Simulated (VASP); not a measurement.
# Pd (Fm-3m) in VASP: a series of runs

The runs below take Pd through single point, relaxation of cell and atoms, with PBEsol.

Everything below comes from runs of VASP 6.6.1. Logs are shortened: lines on timing, memory, paths and dates and some standing lists are left out, and cuts for length are marked.

### Step 1. The cell of the first run

It takes space group Fm-3m (No. 225, cubic). The conventional cell has a = 3.875 Å, b = 3.875 Å, c = 3.875 Å, α = 90.00°, β = 90.00°, γ = 90.00°. Pd (site symmetry m-3m) has 12 Pd at 2.74 Å within 3.6 Å.

### Step 2. Single point, PBEsol

Input file INCAR:

```
SYSTEM = Pd
  PREC = Accurate
  ENCUT = 520
  EDIFF = 1E-7
  ISMEAR = 0
  SIGMA = 0.1
  LREAL = .FALSE.
  LASPH = .TRUE.
  NELM = 60
  ALGO = Normal
  ISIF = 2
  LWAVE = .FALSE.
  LCHARG = .FALSE.
  GGA = PS
  NBANDS = 11
```

Input file KPOINTS:

```
Automatic mesh
0
G
  18 18 18
  0 0 0
```

Input file POSCAR:

```
Pd
1.0
    0.0000000000      1.9375230926      1.9375230926
    1.9375230926      0.0000000000      1.9375230926
    1.9375230926      1.9375230926      0.0000000000
Pd
1
Direct
    0.0000000000      0.0000000000      0.0000000000
```

Potentials or basis: VASP PAW PBE potentials, release 64 (Pd).

The run is started by

```
> cat potpaw_PBE.64/Pd/POTCAR > POTCAR
> mpirun -np 1 vasp_std > vasp.out
```

OUTCAR:

```text
SYSTEM = Pd
   PREC = Accurate
   ENCUT = 520
   EDIFF = 1E-7
   ISMEAR = 0
   LREAL = .FALSE.
   LASPH = .TRUE.
   NELM = 60
   ISIF = 2
   GGA = PS

 ion  position               nearest neighbor table
   1  0.000  0.000  0.000-

  LATTYP: Found a face centered cubic cell.
 ALAT       =     3.8750461852

  Lattice vectors:

 A1 = (   0.0000000000,   1.9375230926,   1.9375230926)
 A2 = (   1.9375230926,   0.0000000000,   1.9375230926)
 A3 = (   1.9375230926,   1.9375230926,   0.0000000000)

Analysis of symmetry for initial positions (statically):
=====================================================================
 Subroutine PRICEL returns:
 Original cell was already a primitive cell.

 Routine SETGRP: Setting up the symmetry group for a
 face centered cubic supercell.

 Subroutine GETGRP returns: Found 48 space group operations
 (whereof 48 operations were pure point group operations)
 out of a pool of 48 trial point group operations.

The static configuration has the point symmetry O_h .

Analysis of symmetry for dynamics (positions and initial velocities):
=====================================================================
 Subroutine PRICEL returns:
 Original cell was already a primitive cell.

 Routine SETGRP: Setting up the symmetry group for a
 face centered cubic supercell.

 Subroutine GETGRP returns: Found 48 space group operations
 (whereof 48 operations were pure point group operations)
 out of a pool of 48 trial point group operations.

The dynamic configuration has the point symmetry O_h .

 Subroutine INISYM returns: Found 48 space group operations
 (whereof 48 operations are pure point group operations),
 and found     1 'primitive' translations

----------------------------------------------------------------------------------------

                                     Primitive cell

  volume of cell :      14.5469

  direct lattice vectors                    reciprocal lattice vectors
     0.000000000  1.937523093  1.937523093    -0.258061440  0.258061440  0.258061440
     1.937523093  0.000000000  1.937523093     0.258061440 -0.258061440  0.258061440
     1.937523093  1.937523093  0.000000000     0.258061440  0.258061440 -0.258061440

  length of vectors
     2.740071435  2.740071435  2.740071435     0.446975526  0.446975526  0.446975526

  position of ions in fractional coordinates (direct lattice)
     0.000000000  0.000000000  0.000000000

  ion indices of the primitive-cell ions
   primitive index   ion index
                 1           1

----------------------------------------------------------------------------------------

 KPOINTS: Automatic mesh

Automatic generation of k-mesh.
 Grid dimensions read from file:
 generate k-points for:   18   18   18

 Generating k-lattice:

  Cartesian coordinates                     Fractional coordinates (reciprocal lattice)
    -0.014336747  0.014336747  0.014336747     0.055555556  0.000000000  0.000000000
     0.014336747 -0.014336747  0.014336747     0.000000000  0.055555556  0.000000000
     0.014336747  0.014336747 -0.014336747     0.000000000  0.000000000  0.055555556

  Length of vectors
     0.024831974  0.024831974  0.024831974

  Shift w.r.t. Gamma in fractional coordinates (k-lattice)
     0.000000000  0.000000000  0.000000000

 Subroutine IBZKPT returns following result:
 ===========================================

 Found    195 irreducible k-points:

 Following reciprocal coordinates:
            Coordinates               Weight
  0.000000  0.000000  0.000000      1.000000
  0.055556  0.000000  0.000000      8.000000
  0.111111  0.000000  0.000000      8.000000
  0.166667  0.000000  0.000000      8.000000
  0.222222  0.000000  0.000000      8.000000
  0.277778  0.000000  0.000000      8.000000
[... 16 lines left out ...]
 -0.277778  0.055556  0.000000     24.000000
 -0.222222  0.055556  0.000000     24.000000
 [... further k-points ...]
   k-points           NKPTS =    195   k-points in BZ     NKDIM =    195   number of bands    NBANDS=     11
   number of dos      NEDOS =    301   number of ions     NIONS =      1
   total plane-waves  NPLWV =   8000
   dimension x,y,z NGX =    20 NGY =   20 NGZ =   20
   dimension x,y,z NGXF=    40 NGYF=   40 NGZF=   40
   ions per type =               1
   NGX,Y,Z   is equivalent  to a cutoff of  12.13, 12.13, 12.13 a.u.
   NGXF,Y,Z  is equivalent  to a cutoff of  24.27, 24.27, 24.27 a.u.
 SYSTEM =  Pd
   PREC   = accura    normal or accurate (medium, high low for compatibility)
   ISTART =      0    job   : 0-new  1-cont  2-samecut
   ICHARG =      2    charge: 1-file 2-atom 10-const
   ISPIN  =      1    spin polarized calculation?
   LNONCOLLINEAR =      F non collinear calculations
   LSORBIT =      F    spin-orbit coupling
   LASPH  =      T    aspherical Exc in radial PAW
   ENCUT  =  520.0 eV  38.22 Ry    6.18 a.u.   5.09  5.09  5.09*2*pi/ulx,y,z
   NELM   =     60;   NELMIN=  2; NELMDL= -5     # of ELM steps
   EDIFF  = 0.1E-06   stopping-criterion for ELM
   LREAL  =      F    real-space projection
   EDIFFG = 0.1E-05   stopping-criterion for IOM
   NSW    =      0    number of steps for IOM
   IBRION =     -1    ionic relax: 0-MD 1-quasi-New 2-CG
   NFREE  =      0    steps in history (QN), initial steepest desc. (CG)
   ISIF   =      2    stress and relaxation
   ISYM   =      2    0-nonsym 1-usesym 2-fastsym
   POTIM  = 0.5000    time-step for ionic-motion
   TEBEG  =    0.0;   TEEND  =   0.0 temperature during run
   PSTRESS=    0.0 pullay stress
   NELECT =      10.0000    total number of electrons
   NUPDOWN=      -1.0000    fix difference up-down
   EMIN   =  10.00;   EMAX   =-10.00  energy-range for DOS
   EFERMI =   0.00;   METHOD = LEGACY
   ISMEAR =     0;   SIGMA  =   0.10  broadening in eV -4-tet -1-fermi 0-gaus
   EFERMI_NEDOS =   21; number of points for ismear=-14 and -15
   IALGO  =     38    algorithm
   IMIX   =      4    mixing-type and parameters
     AMIX     =   0.40;   BMIX     =  1.00
     AMIX_MAG =   1.60;   BMIX_MAG =  1.00
  volume/ion in A,a.u.               =      14.55        98.17
  Fermi-wavevector in a.u.,A,eV,Ry     =   1.444834  2.730340 28.402777  2.087545
  Thomas-Fermi vector in A             =   2.563084
   LORBIT       =      0    0 simple, 1 ext, 2 COOP (PROOUT), +10 PAW based schemes
   GGA     = PS    functional components
   LHFCALC =     F    Hartree Fock is set to
   AEXX    =    0.0000 exact exchange contribution
   IVDW    =     0    specifies the selected vdW correction
   LEPSILON=     F    determine dielectric tensor
   LRPA    =     F    only Hartree local field effects (RPA)
 non-spin polarized calculation
 Gauss-broadening in eV      SIGMA  =   0.10
  energy-cutoff  :      520.00
  volume of cell :       14.55
 maximum number of plane-waves:       403
   NGX = 11   NGY = 11   NGZ = 11

 number of electron      10.0000002 magnetization

 Free energy of the ion-electron system (eV)
  ---------------------------------------------------
  ext. energy  EPLUGINS =         0.00000000
  ---------------------------------------------------
  free energy    TOTEN  =        -5.96953404 eV

  energy without entropy =       -5.95803130  energy(sigma->0) =       -5.96378267

 E-fermi :   9.8597     XC(G=0): -13.4666

 val. band max:        9.8584349441   @ k =  -0.4444   0.3889   0.1111
 cond. band min:       9.8602791293   @ k =   0.5000   0.1111   0.0000
 fundamental gap:      0.0018441853
 Fermi energy:         9.8596668196

 k-point     1 :       0.0000    0.0000    0.0000
  band No.  band energies     occupation
      1       2.5080      2.00000
      2       6.9380      2.00000
      3       6.9380      2.00000
      4       6.9380      2.00000
      5       8.6085      2.00000
      6       8.6085      2.00000
      7      26.9890      0.00000
      8      31.8391      0.00000
      9      31.8391      0.00000
     10      31.8391      0.00000
     11      35.9039      0.00000

 k-point     2 :       0.0556    0.0000    0.0000
  band No.  band energies     occupation
      1       2.6219      2.00000
      2       6.8962      2.00000
      3       6.9783      2.00000
      4       6.9783      2.00000
      5       8.5887      2.00000
      6       8.5887      2.00000
      7      27.1151      0.00000
      8      31.0771      0.00000
      9      31.9733      0.00000
     10      31.9733      0.00000
     11      35.9494      0.00000

 k-point     3 :       0.1111    0.0000    0.0000
  band No.  band energies     occupation
      1       2.9511      2.00000
      2       6.7915      2.00000
      3       7.0836      2.00000
      4       7.0836      2.00000
      5       8.5469      2.00000
      6       8.5469      2.00000
      7      27.4034      0.00000
      8      29.5334      0.00000
      9      32.3550      0.00000
     10      32.3550      0.00000
     11      35.9776      0.00000

 k-point     4 :       0.1667    0.0000    0.0000
  band No.  band energies     occupation
      1       3.4482      2.00000
      2       6.6919      2.00000
      3       7.2019      2.00000
      4       7.2019      2.00000
      5       8.5396      2.00000
      6       8.5396      2.00000
      7      27.1439      0.00000
      8      28.3268      0.00000
      9      32.9129      0.00000
     10      32.9129      0.00000
     11      36.0195      0.00000
[... 239 lines left out ...]
 k-point    22 :      -0.3333    0.0556    0.0000
  band No.  band energies     occupation
      1       4.5890      2.00000
      2       7.0284      2.00000
      3       7.1141      2.00000
      4       8.0574      2.00000
      5       9.1402      2.00000
      6       9.8716      0.86555
      7      20.7526      0.00000
      8      27.1525      0.00000
      9      31.0479      0.00000
     10      33.1329      0.00000
     11      35.8732      0.00000

 k-point    23 :      -0.2778    0.0556    0.0000
  band No.  band energies     occupation
      1       4.5410      2.00000
      2       7.0819      2.00000
      3       7.2287      2.00000
      4       7.2948      2.00000
      5       8.7743      2.00000
      6       9.3922      2.00000
      7      22.7912      0.00000
      8      27.6726      0.00000
      9      31.6965      0.00000
     10      34.6240      0.00000
     11      35.0449      0.00000

 k-point    24 :      -0.2222    0.0556    0.0000
  band No.  band energies     occupation
      1       4.2471      2.00000
      2       6.6957      2.00000
      3       7.2719      2.00000
      4       7.3087      2.00000
      5       8.4795      2.00000
      6       9.0195      2.00000
      7      24.8340      0.00000
      8      28.0882      0.00000
      9      32.1518      0.00000
     10      34.4917      0.00000
     11      34.9222      0.00000

 [... further k-points ...]

------------------------ aborting loop because EDIFF is reached ----------------------------------------

  FORCE on cell =-STRESS in cart. coord.  units (eV):
  Direction    XX          YY          ZZ          XY          YZ          ZX
  --------------------------------------------------------------------------------------
  -------------------------------------------------------------------------------------
  Total       -0.0317685     -0.0317685     -0.0317685      0.0000000      0.0000000      0.0000000
  in kB       -3.4989398     -3.4989398     -3.4989398      0.0000000      0.0000000      0.0000000
  external PRESSURE =      -3.4989398 kB  Pullay stress =       0.0000000 kB

 VOLUME and BASIS-vectors are now :
 -----------------------------------------------------------------------------
  energy-cutoff  :      520.00
  volume of cell :       14.55
      direct lattice vectors                 reciprocal lattice vectors
     0.000000000  1.937523093  1.937523093    -0.258061440  0.258061440  0.258061440
     1.937523093  0.000000000  1.937523093     0.258061440 -0.258061440  0.258061440
     1.937523093  1.937523093  0.000000000     0.258061440  0.258061440 -0.258061440

 POSITION                                       TOTAL-FORCE (eV/Angst)
 -----------------------------------------------------------------------------------
      0.00000      0.00000      0.00000         0.000000      0.000000      0.000000
 -----------------------------------------------------------------------------------
    total drift:                                0.000000     -0.000000     -0.000000

  FREE ENERGIE OF THE ION-ELECTRON SYSTEM (eV)
  ---------------------------------------------------
  free  energy   TOTEN  =        -5.9695340426 eV

  energy  without entropy=       -5.9580313012  energy(sigma->0) =       -5.96378267
```

Wall time 14 s (1 thread of Intel Xeon Platinum 8488C (Sapphire Rapids), shared host); peak memory 0.14 GiB.

Results:

```yaml
Free_energy: -5.9695 eV
Pressure: -0.3 GPa
Band_gap_on_the_k_mesh: zero (band 5 reaches 10.16 eV, above the bottom of band 6 at 8.54 eV)
```

Caveat: the PAW data sets were made with another functional, which shifts forces and pressure a little.

(Continued in part 2 of 2.)
